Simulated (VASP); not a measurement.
# ZrH3 (Pm-3m) in VASP: notebook

The runs below take ZrH3 through single point, with PBEsol.

Program: VASP 6.6.1. These are calculated values, not measurements. Logs are shortened: lines on timing, memory, paths and dates and some standing lists are left out, and cuts for length are marked.

**1. The cell of the first run**

It takes space group Pm-3m (No. 221, cubic). The conventional cell has a = 3.084 Å, b = 3.084 Å, c = 3.084 Å, α = 90.00°, β = 90.00°, γ = 90.00°. Zr (site symmetry m-3m) has 12 H at 2.18 Å within 2.9 Å. H (site symmetry 4/mmm) has 4 Zr at 2.18 Å and 8 H at 2.18 Å within 2.9 Å.

**2. Single point, PBEsol**

Input file INCAR:

```
  ALGO = Normal
  EDIFF = 1E-6
  ENCUT = 520
  GGA = PS
  ISIF = 2
  ISMEAR = -1
  LASPH = True
  LCHARG = True
  LELF = True
  LREAL = False
  LVHAR = True
  LWAVE = False
  NBANDS = 16
  NELM = 100
  PREC = Accurate
  SIGMA = 0.01
```

Input file KPOINTS:

```
k-points
0
Gamma
  7 7 7
```

Input file POSCAR:

```
ZrH3
1.0
    3.0837890642      0.0000000000      0.0000000000
    0.0000000000      3.0837890642      0.0000000000
    0.0000000000      0.0000000000      3.0837890642
Zr H
1 3
Direct
    0.0000000000      0.0000000000      0.0000000000
    0.0000000000      0.5000000000      0.5000000000
    0.5000000000      0.0000000000      0.5000000000
    0.5000000000      0.5000000000      0.0000000000
```

Potentials or basis: VASP PAW PBE potentials, release 64 (Zr_sv, H).

The run is started by

```bash
$ cat potpaw_PBE.64/Zr_sv/POTCAR potpaw_PBE.64/H/POTCAR > POTCAR
$ mpirun -np 1 vasp_std > vasp.out
```

OUTCAR:

```text
EDIFF = 1E-6
   ENCUT = 520
   GGA = PS
   ISIF = 2
   ISMEAR = -1
   LASPH = True
   LREAL = False
   NELM = 100
   PREC = Accurate

 ion  position               nearest neighbor table
   1  0.000  0.000  0.000-   2 2.18   3 2.18   4 2.18   2 2.18   3 2.18   2 2.18   4 2.18   2 2.18
                             3 2.18   4 2.18   3 2.18   4 2.18
   2  0.000  0.500  0.500-   1 2.18   1 2.18   1 2.18   1 2.18
   3  0.500  0.000  0.500-   1 2.18   1 2.18   1 2.18   1 2.18
   4  0.500  0.500  0.000-   1 2.18   1 2.18   1 2.18   1 2.18

  LATTYP: Found a simple cubic cell.
 ALAT       =     3.0837890642

  Lattice vectors:

 A1 = (   3.0837890642,   0.0000000000,   0.0000000000)
 A2 = (   0.0000000000,   3.0837890642,   0.0000000000)
 A3 = (   0.0000000000,   0.0000000000,   3.0837890642)

Analysis of symmetry for initial positions (statically):
=====================================================================
 Subroutine PRICEL returns:
 Original cell was already a primitive cell.

 Routine SETGRP: Setting up the symmetry group for a
 simple cubic supercell.

 Subroutine GETGRP returns: Found 48 space group operations
 (whereof 48 operations were pure point group operations)
 out of a pool of 48 trial point group operations.

The static configuration has the point symmetry O_h .

Analysis of symmetry for dynamics (positions and initial velocities):
=====================================================================
 Subroutine PRICEL returns:
 Original cell was already a primitive cell.

 Routine SETGRP: Setting up the symmetry group for a
 simple cubic supercell.

 Subroutine GETGRP returns: Found 48 space group operations
 (whereof 48 operations were pure point group operations)
 out of a pool of 48 trial point group operations.

The dynamic configuration has the point symmetry O_h .

 Subroutine INISYM returns: Found 48 space group operations
 (whereof 48 operations are pure point group operations),
 and found     1 'primitive' translations

----------------------------------------------------------------------------------------

                                     Primitive cell

  volume of cell :      29.3261

  direct lattice vectors                    reciprocal lattice vectors
     3.083789064  0.000000000  0.000000000     0.324276395  0.000000000  0.000000000
     0.000000000  3.083789064  0.000000000     0.000000000  0.324276395  0.000000000
     0.000000000  0.000000000  3.083789064     0.000000000  0.000000000  0.324276395

[... 84 lines left out ...]
   EDIFFG = 0.1E-04   stopping-criterion for IOM
   NSW    =      0    number of steps for IOM
   IBRION =     -1    ionic relax: 0-MD 1-quasi-New 2-CG
   NFREE  =      0    steps in history (QN), initial steepest desc. (CG)
   ISIF   =      2    stress and relaxation
   ISYM   =      2    0-nonsym 1-usesym 2-fastsym
   POTIM  = 0.5000    time-step for ionic-motion
   TEBEG  =    0.0;   TEEND  =   0.0 temperature during run
   PSTRESS=    0.0 pullay stress
   NELECT =      15.0000    total number of electrons
   NUPDOWN=      -1.0000    fix difference up-down
   EMIN   =  10.00;   EMAX   =-10.00  energy-range for DOS
   EFERMI =   0.00;   METHOD = LEGACY
   ISMEAR =    -1;   SIGMA  =   0.01  broadening in eV -4-tet -1-fermi 0-gaus
   EFERMI_NEDOS =   21; number of points for ismear=-14 and -15
   IALGO  =     38    algorithm
   IMIX   =      4    mixing-type and parameters
     AMIX     =   0.40;   BMIX     =  1.00
     AMIX_MAG =   1.60;   BMIX_MAG =  1.00
  volume/ion in A,a.u.               =       7.33        49.48
  Fermi-wavevector in a.u.,A,eV,Ry     =   1.309244  2.474112 23.322016  1.714120
  Thomas-Fermi vector in A             =   2.439856
   LORBIT       =      0    0 simple, 1 ext, 2 COOP (PROOUT), +10 PAW based schemes
   GGA     = PS    functional components
   LHFCALC =     F    Hartree Fock is set to
   AEXX    =    0.0000 exact exchange contribution
   IVDW    =     0    specifies the selected vdW correction
   LEPSILON=     F    determine dielectric tensor
   LRPA    =     F    only Hartree local field effects (RPA)
 non-spin polarized calculation
  energy-cutoff  :      520.00
  volume of cell :       29.33
 maximum number of plane-waves:       808
 NGX is ok and might be reduce to    24
   NGX = 11   NGY = 11   NGZ = 11

 number of electron      15.0000002 magnetization

 Free energy of the ion-electron system (eV)
  ---------------------------------------------------
  ext. energy  EPLUGINS =         0.00000000
  ---------------------------------------------------
  free energy    TOTEN  =       -20.41154911 eV

  energy without entropy =      -20.41096778  energy(sigma->0) =      -20.41125845

 E-fermi :   8.2716     XC(G=0): -11.4934

 val. band max:        8.0660797092   @ k =   0.2857   0.2857   0.0000
 cond. band min:       8.2893178850   @ k =   0.2857   0.2857   0.1429
 fundamental gap:      0.2232381758
 Fermi energy:         8.2716412659

 k-point     1 :       0.0000    0.0000    0.0000
  band No.  band energies     occupation
      1     -40.9255      2.00000
      2     -18.6469      2.00000
      3     -18.6469      2.00000
      4     -18.6469      2.00000
      5      -2.2553      2.00000
      6       3.8479      2.00000
[... 357 lines left out ...]
      3     -19.1948      2.00000
      4     -19.1948      2.00000
      5       1.9833      2.00000
      6       2.3171      2.00000
[... 8 lines left out ...]
     15      17.5328      0.00000
     16      18.0586      0.00000

------------------------ aborting loop because EDIFF is reached ----------------------------------------

  FORCE on cell =-STRESS in cart. coord.  units (eV):
  Direction    XX          YY          ZZ          XY          YZ          ZX
  --------------------------------------------------------------------------------------
  -------------------------------------------------------------------------------------
  Total        0.1505520      0.1505520      0.1505520      0.0000000      0.0000000      0.0000000
  in kB        8.2251359      8.2251359      8.2251359      0.0000000      0.0000000      0.0000000
  external PRESSURE =       8.2251359 kB  Pullay stress =       0.0000000 kB

 VOLUME and BASIS-vectors are now :
 -----------------------------------------------------------------------------
  energy-cutoff  :      520.00
  volume of cell :       29.33
      direct lattice vectors                 reciprocal lattice vectors
     3.083789064  0.000000000  0.000000000     0.324276395  0.000000000  0.000000000
     0.000000000  3.083789064  0.000000000     0.000000000  0.324276395  0.000000000
     0.000000000  0.000000000  3.083789064     0.000000000  0.000000000  0.324276395

 POSITION                                       TOTAL-FORCE (eV/Angst)
 -----------------------------------------------------------------------------------
      0.00000      0.00000      0.00000         0.000000      0.000000      0.000000
      0.00000      1.54189      1.54189         0.000000      0.000000      0.000000
      1.54189      0.00000      1.54189         0.000000      0.000000      0.000000
      1.54189      1.54189      0.00000         0.000000      0.000000      0.000000
 -----------------------------------------------------------------------------------
    total drift:                                0.000000      0.000000      0.000000

  FREE ENERGIE OF THE ION-ELECTRON SYSTEM (eV)
  ---------------------------------------------------
  free  energy   TOTEN  =       -20.4115491134 eV

  energy  without entropy=      -20.4109677774  energy(sigma->0) =      -20.41125845
```

OSZICAR:

```text
N       E                     dE             d eps       ncg     rms          rms(c)
DAV:   1     0.821763819479E+02    0.82176E+02   -0.75379E+03   640   0.880E+02
DAV:   2    -0.186344074585E+02   -0.10081E+03   -0.95521E+02   856   0.246E+02
DAV:   3    -0.217535993494E+02   -0.31192E+01   -0.30852E+01   936   0.364E+01
DAV:   4    -0.217918546056E+02   -0.38255E-01   -0.38250E-01   776   0.373E+00
DAV:   5    -0.217921954833E+02   -0.34088E-03   -0.34088E-03   880   0.269E-01    0.185E+01
DAV:   6    -0.205296056481E+02    0.12626E+01   -0.93374E-01   720   0.911E+00    0.744E+00
DAV:   7    -0.204098214061E+02    0.11978E+00   -0.33348E-01   800   0.456E+00    0.140E+00
DAV:   8    -0.204127273254E+02   -0.29059E-02   -0.48815E-02   800   0.204E+00    0.650E-01
DAV:   9    -0.204116233125E+02    0.11040E-02   -0.22918E-03   776   0.520E-01    0.605E-02
DAV:  10    -0.204115525799E+02    0.70733E-04   -0.18583E-04   752   0.113E-01    0.252E-02
DAV:  11    -0.204115502626E+02    0.23173E-05   -0.10532E-05   864   0.262E-02    0.938E-03
DAV:  12    -0.204115490724E+02    0.11903E-05   -0.27577E-06   816   0.148E-02    0.259E-03
DAV:  13    -0.204115491134E+02   -0.41018E-07   -0.19202E-07   384   0.442E-03
   1 F= -.20411549E+02 E0= -.20411258E+02  d E =-.581336E-03
```

stdout:

```text
POSCAR found type information on POSCAR ZrH
 POSCAR found :  2 types and       4 ions
 scaLAPACK will be used
 -----------------------------------------------------------------------------
|                                                                             |
|                                                                             |
|     You enforced a specific xc type in the INCAR file but a different       |
|     I HOPE YOU KNOW WHAT YOU ARE DOING!                                     |
|                                                                             |
 -----------------------------------------------------------------------------

 LDA part: xc-table for (Slater+PW92), standard interpolation
 POSCAR, INCAR and KPOINTS ok, starting setup
 FFT: planning ... GRIDC
 FFT: planning ... GRID_SOFT
 FFT: planning ... GRID
 WAVECAR not read
 entering main loop
```

Run time: 16 s. Hardware: 1 thread of Intel Xeon 8259CL, shared host; peak memory 0.14 GiB.

Results:

```
Free energy : -20.4115 eV
Pressure    : 0.8 GPa
```

Caveat: the PAW data sets were made with another functional, which shifts forces and pressure a little.

**3. Single point, PBEsol**

This run uses another cell than the first one, of 7.64 Å³/atom, 1.042 times its volume.

Input file INCAR:

```
  PREC = Accurate
  ENCUT = 520
  EDIFF = 1E-6
  ISMEAR = -1
  SIGMA = 0.01
  LREAL = False
  LASPH = True
  NELM = 60
  ALGO = Normal
  ISIF = 2
  LWAVE = False
  LCHARG = True
  GGA = PS
  LELF = True
  LVHAR = True
  NBANDS = 16
```

Input file KPOINTS:

```
regular mesh
0
Gamma
  7 7 7
```

Input file POSCAR:

```
ZrH3
1.0
    3.1260380000      0.0000000000      0.0000000000
    0.0000000000      3.1260380000      0.0000000000
    0.0000000000      0.0000000000      3.1260380000
Zr H
1 3
Direct
    0.0000000000      0.0000000000      0.0000000000
    0.0000000000      0.5000000000      0.5000000000
    0.5000000000      0.0000000000      0.5000000000
    0.5000000000      0.5000000000      0.0000000000
```

Potentials or basis: VASP PAW PBE potentials, release 64 (Zr_sv, H).

The run is started by

```bash
$ cat potpaw_PBE.64/Zr_sv/POTCAR potpaw_PBE.64/H/POTCAR > POTCAR
$ mpirun -np 1 vasp_std > vasp.out
```

Wall time 14 s (1 thread of Intel Xeon 8259CL, shared host); peak memory 0.14 GiB.

The run converged. Its results:

| Item | Value |
| --- | --- |
| Free energy | -20.3983 eV |
| Pressure | -4.6 GPa |

Levels at points of the mesh, in eV from the Fermi level:
| k point | band 3 | band 4 | band 5 | band 6 | band 7 | band 8 | band 9 | band 10 | band 11 | band 12 |
| --- | --- | --- | --- | --- | --- | --- | --- | --- | --- | --- |
| (0.00, 0.00, 0.00) | -27.03 | -27.03 | -10.29 | -4.26 | -4.26 | 3.61 | 3.61 | 3.61 | 5.81 | 5.81 |

Caveat: the PAW data sets were made with another functional, which shifts forces and pressure a little.

**4. Single point, PBEsol**

This run uses another cell than the first one, of 7.94 Å³/atom, 1.083 times its volume.

Input file INCAR:

```
PREC = Accurate ; ENCUT = 520
EDIFF = 1E-6 ; ISMEAR = -1
SIGMA = 0.01 ; LREAL = False
LASPH = True ; NELM = 60
ALGO = Normal ; ISIF = 2
LWAVE = False ; LCHARG = True
GGA = PS ; LELF = True
LVHAR = True ; NBANDS = 16
```

KPOINTS is that of step 3.

Input file POSCAR:

```
ZrH3
1.0
    3.1671747964      0.0000000000      0.0000000000
    0.0000000000      3.1671747964      0.0000000000
    0.0000000000      0.0000000000      3.1671747964
Zr H
1 3
Direct
    0.0000000000      0.0000000000      0.0000000000
    0.0000000000      0.5000000000      0.5000000000
    0.5000000000      0.0000000000      0.5000000000
    0.5000000000      0.5000000000      0.0000000000
```

Potentials or basis: VASP PAW PBE potentials, release 64 (Zr_sv, H).

The run is started by

```bash
$ cat potpaw_PBE.64/Zr_sv/POTCAR potpaw_PBE.64/H/POTCAR > POTCAR
$ mpirun -np 1 vasp_std > vasp.out
```

OUTCAR:

```text
PREC = Accurate
   ENCUT = 520
   EDIFF = 1E-6
   ISMEAR = -1
   LREAL = False
   LASPH = True
   NELM = 60
   ISIF = 2
   GGA = PS

 ion  position               nearest neighbor table
   1  0.000  0.000  0.000-   2 2.24   3 2.24   4 2.24   2 2.24   3 2.24   2 2.24   4 2.24   2 2.24
                             3 2.24   4 2.24   3 2.24   4 2.24
   2  0.000  0.500  0.500-   1 2.24   1 2.24   1 2.24   1 2.24
   3  0.500  0.000  0.500-   1 2.24   1 2.24   1 2.24   1 2.24
   4  0.500  0.500  0.000-   1 2.24   1 2.24   1 2.24   1 2.24

  LATTYP: Found a simple cubic cell.
 ALAT       =     3.1671747964

  Lattice vectors:

 A1 = (   3.1671747964,   0.0000000000,   0.0000000000)
 A2 = (   0.0000000000,   3.1671747964,   0.0000000000)
 A3 = (   0.0000000000,   0.0000000000,   3.1671747964)

Analysis of symmetry for initial positions (statically):
=====================================================================
 Subroutine PRICEL returns:
 Original cell was already a primitive cell.

 Routine SETGRP: Setting up the symmetry group for a
[... 168 lines left out ...]

 val. band max:        7.2376585107   @ k =   0.2857   0.2857   0.0000
 cond. band min:       7.4476784763   @ k =   0.2857   0.2857   0.1429
 fundamental gap:      0.2100199656
 Fermi energy:         7.4300018573

 k-point     1 :       0.0000    0.0000    0.0000
  band No.  band energies     occupation
      1     -41.9255      2.00000
      2     -19.6988      2.00000
      3     -19.6988      2.00000
      4     -19.6988      2.00000
      5      -2.6221      2.00000
      6       3.3231      2.00000
[... 357 lines left out ...]
      3     -20.1272      2.00000
      4     -20.1272      2.00000
      5       1.5544      2.00000
      6       1.8804      2.00000
[... 8 lines left out ...]
     15      15.8690      0.00000
     16      16.3529      0.00000

------------------------ aborting loop because EDIFF is reached ----------------------------------------

  FORCE on cell =-STRESS in cart. coord.  units (eV):
  Direction    XX          YY          ZZ          XY          YZ          ZX
  --------------------------------------------------------------------------------------
  -------------------------------------------------------------------------------------
  Total       -1.7876656     -1.7876656     -1.7876656     -0.0000000      0.0000000     -0.0000000
  in kB      -90.1531189    -90.1531189    -90.1531189     -0.0000000      0.0000000     -0.0000000
  external PRESSURE =     -90.1531189 kB  Pullay stress =       0.0000000 kB

 VOLUME and BASIS-vectors are now :
 -----------------------------------------------------------------------------
  energy-cutoff  :      520.00
  volume of cell :       31.77
      direct lattice vectors                 reciprocal lattice vectors
     3.167174796  0.000000000  0.000000000     0.315738810  0.000000000  0.000000000
     0.000000000  3.167174796  0.000000000     0.000000000  0.315738810  0.000000000
     0.000000000  0.000000000  3.167174796     0.000000000  0.000000000  0.315738810

 POSITION                                       TOTAL-FORCE (eV/Angst)
 -----------------------------------------------------------------------------------
      0.00000      0.00000      0.00000         0.000000      0.000000      0.000000
      0.00000      1.58359      1.58359         0.000000      0.000000      0.000000
      1.58359      0.00000      1.58359         0.000000      0.000000      0.000000
      1.58359      1.58359      0.00000         0.000000      0.000000      0.000000
 -----------------------------------------------------------------------------------
    total drift:                                0.000000      0.000000      0.000000

  FREE ENERGIE OF THE ION-ELECTRON SYSTEM (eV)
  ---------------------------------------------------
  free  energy   TOTEN  =       -20.3474620121 eV

  energy  without entropy=      -20.3468806761  energy(sigma->0) =      -20.34717134
```

OSZICAR:

```text
N       E                     dE             d eps       ncg     rms          rms(c)
DAV:   1     0.830256740528E+02    0.83026E+02   -0.74251E+03   640   0.876E+02
DAV:   2    -0.185033825229E+02   -0.10153E+03   -0.95584E+02   840   0.242E+02
DAV:   3    -0.217819292585E+02   -0.32785E+01   -0.32481E+01   920   0.373E+01
DAV:   4    -0.218182059523E+02   -0.36277E-01   -0.36265E-01   792   0.376E+00
DAV:   5    -0.218189494897E+02   -0.74354E-03   -0.74354E-03   880   0.355E-01    0.159E+01
DAV:   6    -0.204624003443E+02    0.13565E+01   -0.10165E+00   728   0.921E+00    0.617E+00
DAV:   7    -0.203455423692E+02    0.11686E+00   -0.33736E-01   792   0.445E+00    0.121E+00
DAV:   8    -0.203492460008E+02   -0.37036E-02   -0.49188E-02   800   0.198E+00    0.639E-01
DAV:   9    -0.203475135984E+02    0.17324E-02   -0.27100E-03   760   0.551E-01    0.595E-02
DAV:  10    -0.203474663169E+02    0.47282E-04   -0.24441E-04   792   0.125E-01    0.265E-02
DAV:  11    -0.203474639849E+02    0.23320E-05   -0.10467E-05   848   0.260E-02    0.127E-02
DAV:  12    -0.203474620292E+02    0.19557E-05   -0.39348E-06   760   0.191E-02    0.375E-03
DAV:  13    -0.203474620121E+02    0.17109E-07   -0.24001E-07   416   0.434E-03
   1 F= -.20347462E+02 E0= -.20347171E+02  d E =-.581336E-03
```

stdout:

```text
POSCAR found type information on POSCAR ZrH
 POSCAR found :  2 types and       4 ions
 scaLAPACK will be used
 -----------------------------------------------------------------------------
|                                                                             |
|                                                                             |
|     You enforced a specific xc type in the INCAR file but a different       |
|     I HOPE YOU KNOW WHAT YOU ARE DOING!                                     |
|                                                                             |
 -----------------------------------------------------------------------------

 LDA part: xc-table for (Slater+PW92), standard interpolation
 POSCAR, INCAR and KPOINTS ok, starting setup
 FFT: planning ... GRIDC
 FFT: planning ... GRID_SOFT
 FFT: planning ... GRID
 WAVECAR not read
 entering main loop
```

It took 15 s on 1 thread of Intel Xeon 8259CL, shared host; peak memory 0.14 GiB.

Results:

```yaml
Free_energy: -20.3475 eV
Pressure: -9.0 GPa
```

Levels at points of the mesh, in eV from the Fermi level:
```
           k point  band 4  band 5  band 6  band 7  band 8  band 9  band 10  band 11
(0.00, 0.00, 0.00)  -27.13  -10.05   -4.11   -4.11    3.43    3.43     3.43     5.57
```

Caveat: the PAW data sets were made with another functional, which shifts forces and pressure a little.

**5. Overview**

| cell | gap on the mesh (eV) | pressure (GPa) |
| --- | --- | --- |
| a = 3.084 Å, 4 atoms | none | 0.8 |
| a = 3.126 Å, 4 atoms | none | -4.6 |
| a = 3.167 Å, 4 atoms | none | -9.0 |

Alike in all rows: task single point; level PBEsol; potentials or basis VASP PAW PBE potentials, release 64 (Zr_sv, H); no spin polarisation; k mesh 7 × 7 × 7; cutoff (eV) 520; smearing fermi-dirac 0.01 eV.

Caveats: the PAW data sets were made with another functional, which shifts forces and pressure a little.

Total energies depend on the potentials used, so only differences within one code and one set of settings carry meaning.
